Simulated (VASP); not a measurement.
# BH12C3N (R3m) in VASP: single point with r2SCAN

Aim: the single point of BH12C3N with r2SCAN.

Program: VASP 6.6.1. These are calculated values, not measurements. Logs are shortened: lines on timing, memory, paths and dates and some standing lists are left out, and cuts for length are marked.

### 1 The cell of the first run

The structure is trigonal, space group R3m (No. 160). The conventional cell has a = 9.064 Å, b = 9.064 Å, c = 5.858 Å, α = 90.00°, β = 90.00°, γ = 120.00°. Within 1.6 Å of B (site symmetry 3m) lie 3 H at 1.22 Å. H (site symmetry m) has 1 C at 1.09 Å within 1.5 Å. H (site symmetry 1) has 1 C at 1.09 Å within 1.5 Å. Within 1.6 Å of H (site symmetry m) lie 1 B at 1.22 Å. C (site symmetry m) has 3 H at 1.09 Å and 1 N at 1.48 Å within 1.5 Å. Within 2.0 Å of N (site symmetry 3m) lie 3 C at 1.48 Å and 1 B at 1.61 Å.

### 2 Single point, r2SCAN

File POSCAR:

```
BH12C3N
1.0
    4.5321137713      2.6166171059      1.9525486980
   -4.5321137713      2.6166171059      1.9525486980
    0.0000000000     -5.2332342118      1.9525486979
B H C N
1 12 3 1
Direct
    0.9192906309      0.9192906309      0.9192906309
    0.2814128439      0.5453959083      0.2814128439
    0.2814128439      0.2814128439      0.5453959083
    0.5453959083      0.2814128439      0.2814128439
    0.3996908438      0.8604605486      0.5957239690
    0.5957239690      0.3996908438      0.8604605486
    0.8604605486      0.5957239690      0.3996908438
    0.5957239690      0.8604605486      0.3996908438
    0.8604605486      0.3996908438      0.5957239690
    0.3996908438      0.5957239690      0.8604605486
    0.0536971379      0.0536971379      0.8312076579
    0.8312076579      0.0536971379      0.0536971379
    0.0536971379      0.8312076579      0.0536971379
    0.4669937660      0.7328904224      0.4669937660
    0.4669937660      0.4669937660      0.7328904224
    0.7328904224      0.4669937660      0.4669937660
    0.6436571623      0.6436571623      0.6436571623
```

File INCAR.step1:

```
PREC     = Accurate       # precision mode
ENCUT    = 520            # plane-wave cutoff, eV
ISMEAR   = 0              # smearing method
SIGMA    = 0.02           # smearing width, eV
LREAL    = Auto         
LASPH    = True           # aspherical terms in the spheres
NELM     = 60             # most SCF steps
NBANDS   = 30             # bands
GGA      = PE             # functional
ALGO     = Normal         # electronic algorithm
EDIFF    = 1E-4           # SCF threshold, eV
LWAVE    = True           # write WAVECAR
LCHARG   = False          # write CHGCAR
```

File INCAR.step2:

```
PREC     = Accurate       # precision mode
ENCUT    = 520            # plane-wave cutoff, eV
EDIFF    = 1E-6           # SCF threshold, eV
ISMEAR   = 0              # smearing method
SIGMA    = 0.02           # smearing width, eV
LREAL    = Auto         
LASPH    = True           # aspherical terms in the spheres
NELM     = 60             # most SCF steps
ALGO     = Normal         # electronic algorithm
ISIF     = 2              # what is computed and relaxed
LWAVE    = False          # write WAVECAR
LCHARG   = False          # write CHGCAR
METAGGA  = R2SCAN         # meta-GGA
LMIXTAU  = True         
NBANDS   = 30             # bands
ISTART   = 1
```

File KPOINTS:

```
Automatic mesh
0
Gamma
  6 6 6
```

Potentials or basis: VASP PAW PBE potentials, release 64 (B, H, C, N).

Command:

```console
$ cat potpaw_PBE.64/B/POTCAR potpaw_PBE.64/H/POTCAR potpaw_PBE.64/C/POTCAR potpaw_PBE.64/N/POTCAR > POTCAR
$ cp INCAR.step1 INCAR
$ mpirun -np 1 vasp_std > vasp.out
$ cp INCAR.step2 INCAR
$ mpirun -np 1 vasp_std > vasp.out
```

OUTCAR:

```text
PREC = Accurate
   ENCUT = 520
   EDIFF = 1E-6
   ISMEAR = 0
   LREAL = Auto
   LASPH = True
   NELM = 60
   ISIF = 2
   METAGGA = R2SCAN
   ISTART = 1

 ion  position               nearest neighbor table
   1  0.919  0.919  0.919-  12 1.22  13 1.22  11 1.22  17 1.61
   2  0.281  0.545  0.281-  14 1.09
   3  0.281  0.281  0.545-  15 1.09
   4  0.545  0.281  0.281-  16 1.09
   5  0.400  0.860  0.596-  14 1.09
   6  0.596  0.400  0.860-  15 1.09
   7  0.860  0.596  0.400-  16 1.09
   8  0.596  0.860  0.400-  14 1.09
   9  0.860  0.400  0.596-  16 1.09
  10  0.400  0.596  0.860-  15 1.09
  11  0.054  0.054  0.831-   1 1.22
  12  0.831  0.054  0.054-   1 1.22
  13  0.054  0.831  0.054-   1 1.22
  14  0.467  0.733  0.467-   5 1.09   8 1.09   2 1.09  17 1.48
  15  0.467  0.467  0.733-   6 1.09  10 1.09   3 1.09  17 1.48
  16  0.733  0.467  0.467-   9 1.09   7 1.09   4 1.09  17 1.48
  17  0.644  0.644  0.644-  14 1.48  16 1.48  15 1.48   1 1.61

  LATTYP: Found a trigonal (rhomboedric) cell.
 ALAT       =     5.5856232180
 COS(alpha) =    -0.3167045290

  Lattice vectors:

 A1 = (   4.5321137713,   2.6166171059,   1.9525486980)
 A2 = (  -4.5321137713,   2.6166171059,   1.9525486980)
 A3 = (   0.0000000000,  -5.2332342118,   1.9525486979)

Analysis of symmetry for initial positions (statically):
=====================================================================
 Subroutine PRICEL returns:
 Original cell was already a primitive cell.

 Routine SETGRP: Setting up the symmetry group for a
 trigonal (rhombohedral) supercell.

 Subroutine GETGRP returns: Found  6 space group operations
 (whereof  6 operations were pure point group operations)
 out of a pool of 12 trial point group operations.

The static configuration has the point symmetry C_3v.

Analysis of symmetry for dynamics (positions and initial velocities):
=====================================================================
 Subroutine PRICEL returns:
 Original cell was already a primitive cell.

 Routine SETGRP: Setting up the symmetry group for a
 trigonal (rhombohedral) supercell.

 Subroutine GETGRP returns: Found  6 space group operations
 (whereof  6 operations were pure point group operations)
 out of a pool of 12 trial point group operations.

The dynamic configuration has the point symmetry C_3v.

 Subroutine INISYM returns: Found  6 space group operations
 (whereof  6 operations are pure point group operations),
 and found     1 'primitive' translations

----------------------------------------------------------------------------------------

                                     Primitive cell

  volume of cell :     138.9294

  direct lattice vectors                    reciprocal lattice vectors
     4.532113771  2.616617106  1.952548698     0.110323797  0.063695474  0.170717040
    -4.532113771  2.616617106  1.952548698    -0.110323797  0.063695474  0.170717040
     0.000000000 -5.233234212  1.952548698     0.000000000 -0.127390948  0.170717040

  length of vectors
     5.585623218  5.585623218  5.585623218     0.213008829  0.213008829  0.213008829

  position of ions in fractional coordinates (direct lattice)
     0.919290631  0.919290631  0.919290631
     0.281412844  0.545395908  0.281412844
     0.281412844  0.281412844  0.545395908
     0.545395908  0.281412844  0.281412844
     0.399690844  0.860460549  0.595723969
     0.595723969  0.399690844  0.860460549
[... 9 lines left out ...]
     0.732890422  0.466993766  0.466993766
     0.643657162  0.643657162  0.643657162

  ion indices of the primitive-cell ions
   primitive index   ion index
                 1           1
                 2           2
                 3           3
                 4           4
                 5           5
                 6           6
[... 9 lines left out ...]
                16          16
                17          17

----------------------------------------------------------------------------------------

 KPOINTS: Automatic mesh

Automatic generation of k-mesh.
 Grid dimensions read from file:
 generate k-points for:    6    6    6

 Generating k-lattice:

  Cartesian coordinates                     Fractional coordinates (reciprocal lattice)
     0.018387300  0.010615912  0.028452840     0.166666667  0.000000000 -0.000000000
    -0.018387300  0.010615912  0.028452840     0.000000000  0.166666667 -0.000000000
     0.000000000 -0.021231825  0.028452840    -0.000000000 -0.000000000  0.166666667

  Length of vectors
     0.035501471  0.035501471  0.035501471

  Shift w.r.t. Gamma in fractional coordinates (k-lattice)
     0.000000000  0.000000000  0.000000000

 Subroutine IBZKPT returns following result:
 ===========================================

 Found     32 irreducible k-points:

 Following reciprocal coordinates:
            Coordinates               Weight
  0.000000  0.000000  0.000000      1.000000
  0.166667  0.000000 -0.000000      6.000000
  0.333333  0.000000  0.000000      6.000000
  0.500000  0.000000 -0.000000      3.000000
  0.166667  0.166667 -0.000000      6.000000
  0.333333  0.166667 -0.000000     12.000000
[... 16 lines left out ...]
  0.500000  0.500000  0.166667      6.000000
 -0.333333  0.500000  0.166667     12.000000
 [... further k-points ...]
   k-points           NKPTS =     32   k-points in BZ     NKDIM =     32   number of bands    NBANDS=     30
   number of dos      NEDOS =    301   number of ions     NIONS =     17
   total plane-waves  NPLWV =  74088
   dimension x,y,z NGX =    42 NGY =   42 NGZ =   42
   dimension x,y,z NGXF=    84 NGYF=   84 NGZF=   84
   ions per type =               1  12   3   1
   NGX,Y,Z   is equivalent  to a cutoff of  12.50, 12.50, 12.50 a.u.
   NGXF,Y,Z  is equivalent  to a cutoff of  25.00, 25.00, 25.00 a.u.
 SYSTEM =  unknown system
   PREC   = accura    normal or accurate (medium, high low for compatibility)
   ISTART =      1    job   : 0-new  1-cont  2-samecut
   ICHARG =      0    charge: 1-file 2-atom 10-const
   ISPIN  =      1    spin polarized calculation?
   LNONCOLLINEAR =      F non collinear calculations
   LSORBIT =      F    spin-orbit coupling
   LASPH  =      T    aspherical Exc in radial PAW
   ENCUT  =  520.0 eV  38.22 Ry    6.18 a.u.  10.39 10.39 10.39*2*pi/ulx,y,z
   NELM   =     60;   NELMIN=  2; NELMDL=  0     # of ELM steps
   EDIFF  = 0.1E-05   stopping-criterion for ELM
   LREAL  =      T    real-space projection
   EDIFFG = 0.1E-04   stopping-criterion for IOM
   NSW    =      0    number of steps for IOM
   IBRION =     -1    ionic relax: 0-MD 1-quasi-New 2-CG
   NFREE  =      0    steps in history (QN), initial steepest desc. (CG)
   ISIF   =      2    stress and relaxation
   ISYM   =      2    0-nonsym 1-usesym 2-fastsym
   POTIM  = 0.5000    time-step for ionic-motion
   TEBEG  =    0.0;   TEEND  =   0.0 temperature during run
   PSTRESS=    0.0 pullay stress
   NELECT =      32.0000    total number of electrons
   NUPDOWN=      -1.0000    fix difference up-down
   EMIN   =  10.00;   EMAX   =-10.00  energy-range for DOS
   EFERMI =   0.00;   METHOD = LEGACY
   ISMEAR =     0;   SIGMA  =   0.02  broadening in eV -4-tet -1-fermi 0-gaus
   EFERMI_NEDOS =   21; number of points for ismear=-14 and -15
   IALGO  =     38    algorithm
   IMIX   =      4    mixing-type and parameters
     AMIX     =   0.40;   BMIX     =  1.00
     AMIX_MAG =   1.60;   BMIX_MAG =  1.00
  volume/ion in A,a.u.               =       8.17        55.15
  Fermi-wavevector in a.u.,A,eV,Ry     =   1.003522  1.896381 13.701827  1.007056
  Thomas-Fermi vector in A             =   2.136079
   LORBIT       =      0    0 simple, 1 ext, 2 COOP (PROOUT), +10 PAW based schemes
   METAGGA = R2SCAN    functional components
   LHFCALC =     F    Hartree Fock is set to
   AEXX    =    0.0000 exact exchange contribution
   IVDW    =     0    specifies the selected vdW correction
   LEPSILON=     F    determine dielectric tensor
   LRPA    =     F    only Hartree local field effects (RPA)
 non-spin polarized calculation
 Gauss-broadening in eV      SIGMA  =   0.02
  energy-cutoff  :      520.00
  volume of cell :      138.93
 maximum number of plane-waves:      3775
 NGX is ok and might be reduce to    42
   NGX = 21   NGY = 21   NGZ = 21

 number of electron      31.9999998 magnetization

 Free energy of the ion-electron system (eV)
  ---------------------------------------------------
  ext. energy  EPLUGINS =         0.00000000
  ---------------------------------------------------
  free energy    TOTEN  =       -90.74967636 eV

  energy without entropy =      -90.74967636  energy(sigma->0) =      -90.74967636

 E-fermi :  -2.9319     XC(G=0):  -7.9586

 val. band max:       -3.1029365473   @ k =   0.5000   0.5000   0.5000
 cond. band min:       3.7539170103   @ k =   0.0000   0.0000   0.0000
 fundamental gap:      6.8568535576
 Fermi energy:        -2.9318945121

 k-point     1 :       0.0000    0.0000    0.0000
  band No.  band energies     occupation
      1     -21.6504      2.00000
      2     -14.9314      2.00000
      3     -14.9314      2.00000
      4     -12.6683      2.00000
      5     -10.1913      2.00000
      6      -8.5961      2.00000
[... 20 lines left out ...]
     27       9.3674      0.00000
     28       9.3674      0.00000

 k-point     2 :       0.1667    0.0000   -0.0000
  band No.  band energies     occupation
      1     -21.6470      2.00000
      2     -14.9665      2.00000
      3     -14.9313      2.00000
      4     -12.6479      2.00000
      5     -10.1947      2.00000
      6      -8.6357      2.00000
[... 20 lines left out ...]
     27       9.0629      0.00000
     28       9.3829      0.00000

 k-point     3 :       0.3333    0.0000    0.0000
  band No.  band energies     occupation
      1     -21.6404      2.00000
      2     -15.0337      2.00000
      3     -14.9313      2.00000
      4     -12.6128      2.00000
      5     -10.1984      2.00000
      6      -8.7086      2.00000
[... 20 lines left out ...]
     27       8.8279      0.00000
     28       9.4816      0.00000

 k-point     4 :       0.5000    0.0000   -0.0000
  band No.  band energies     occupation
      1     -21.6370      2.00000
      2     -15.0659      2.00000
      3     -14.9313      2.00000
      4     -12.5977      2.00000
      5     -10.1989      2.00000
      6      -8.7423      2.00000
[... 578 lines left out ...]
     27       9.0138      0.00000
     28       9.3867      0.00000

 k-point    23 :       0.5000    0.5000    0.1667
  band No.  band energies     occupation
      1     -21.6281      2.00000
      2     -15.1299      2.00000
      3     -15.0120      2.00000
      4     -12.3760      2.00000
      5     -10.0241      2.00000
      6      -8.8680      2.00000
[... 20 lines left out ...]
     27       9.1399      0.00000
     28       9.4338      0.00000

 k-point    24 :      -0.3333    0.5000    0.1667
  band No.  band energies     occupation
      1     -21.6294      2.00000
      2     -15.1015      2.00000
      3     -15.0057      2.00000
      4     -12.4378      2.00000
      5     -10.1094      2.00000
      6      -8.8316      2.00000
[... 20 lines left out ...]
     27       9.3012      0.00000
     28       9.6198      0.00000

 [... further k-points ...]

 [bands above 28 left out]

------------------------ aborting loop because EDIFF is reached ----------------------------------------

  FORCE on cell =-STRESS in cart. coord.  units (eV):
  Direction    XX          YY          ZZ          XY          YZ          ZX
  --------------------------------------------------------------------------------------
  -------------------------------------------------------------------------------------
  Total        0.1519357      0.1519357      0.1194339      0.0000000      0.0000000      0.0000000
  in kB        1.7521704      1.7521704      1.3773490      0.0000000      0.0000000      0.0000000
  external PRESSURE =       1.6272299 kB  Pullay stress =       0.0000000 kB

 VOLUME and BASIS-vectors are now :
 -----------------------------------------------------------------------------
  energy-cutoff  :      520.00
  volume of cell :      138.93
      direct lattice vectors                 reciprocal lattice vectors
     4.532113771  2.616617106  1.952548698     0.110323797  0.063695474  0.170717040
    -4.532113771  2.616617106  1.952548698    -0.110323797  0.063695474  0.170717040
     0.000000000 -5.233234212  1.952548698     0.000000000 -0.127390948  0.170717040

 POSITION                                       TOTAL-FORCE (eV/Angst)
 -----------------------------------------------------------------------------------
      0.00000      0.00000      5.38488         0.000000     -0.000000      0.008775
     -1.19640      0.69074      2.16386        -0.001014      0.000585     -0.064837
      0.00000     -1.38149      2.16386         0.000000     -0.001170     -0.064837
      1.19640      0.69074      2.16386         0.001014      0.000585     -0.064837
     -2.08826      0.17977      3.62369        -0.051005     -0.028046      0.016976
      0.88844     -1.89837      3.62369         0.049791     -0.030149      0.016976
[... 9 lines left out ...]
      1.20507      0.69575      3.25466         0.019745      0.011400      0.012647
      0.00000      0.00000      3.77032         0.000000      0.000000      0.042517
 -----------------------------------------------------------------------------------
    total drift:                               -0.000000      0.000000      0.055057

  FREE ENERGIE OF THE ION-ELECTRON SYSTEM (eV)
  ---------------------------------------------------
  free  energy   TOTEN  =       -90.7496763572 eV

  energy  without entropy=      -90.7496763572  energy(sigma->0) =      -90.74967636
```

Wall time 23 min (1 thread of Oxide Virtual Turin-like, shared host); peak memory 0.29 GiB.

Results:

| Property | Result |
| --- | --- |
| Free energy | -90.7497 eV |
| Pressure | 0.2 GPa |
| Largest force | 0.065 eV/Å |
| Band gap on the k mesh | 6.86 eV, indirect (least direct gap 6.94 eV) |

Forces on the atoms (eV/Å):
```
B    0.000  0.000  0.009
H   -0.001  0.001 -0.065
H    0.000 -0.001 -0.065
H    0.001  0.001 -0.065
H   -0.051 -0.028  0.017
H    0.050 -0.030  0.017
H    0.001  0.058  0.017
H   -0.001  0.058  0.017
H    0.051 -0.028  0.017
H   -0.050 -0.030  0.017
H    0.000  0.022  0.001
H   -0.019 -0.011  0.001
H    0.019 -0.011  0.001
C   -0.020  0.011  0.013
C    0.000 -0.023  0.013
C    0.020  0.011  0.013
N    0.000  0.000  0.043
```

Caveat: the PAW data sets were made with another functional, which shifts forces and pressure a little.
